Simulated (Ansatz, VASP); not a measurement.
Two plane-wave programs on BaTa3

```
Ba Ta
1.0
     4.40901    0.00000    0.00000
     0.00000    4.40901    0.00000
     0.00000    0.00000    4.40901
Ba Ta
1 3
Cartesian
  0.0000 0.0000 0.0000
  0.0000 2.2045 2.2045
  2.2045 0.0000 2.2045
  2.2045 2.2045 0.0000
```

Alike in both runs: task single point; functional PBE; k mesh 4 × 4 × 4; occupations gaussian, width 0.1 eV; no spin polarisation.

```csv
,VASP,Ansatz
version,VASP 6.6.1,Ansatz 0.2.0
potentials or method,"VASP PAW PBE potentials, release 64 (Ba_sv, Ta_sv_GW), cutoff 500 eV","scalar-relativistic, plane waves, PAW"
valence electrons in the cell,49,49
```

|  | VASP | Ansatz | Ansatz less VASP |
| --- | --- | --- | --- |
| gap on the k mesh at the Fermi level (eV) | none | none | - |
| pressure (GPa) | 3.6 | 2.4 | -1.22 |

A gap of «none» marks a metal or a gap that the smearing closes.

Neither program's run includes spin-orbit coupling.
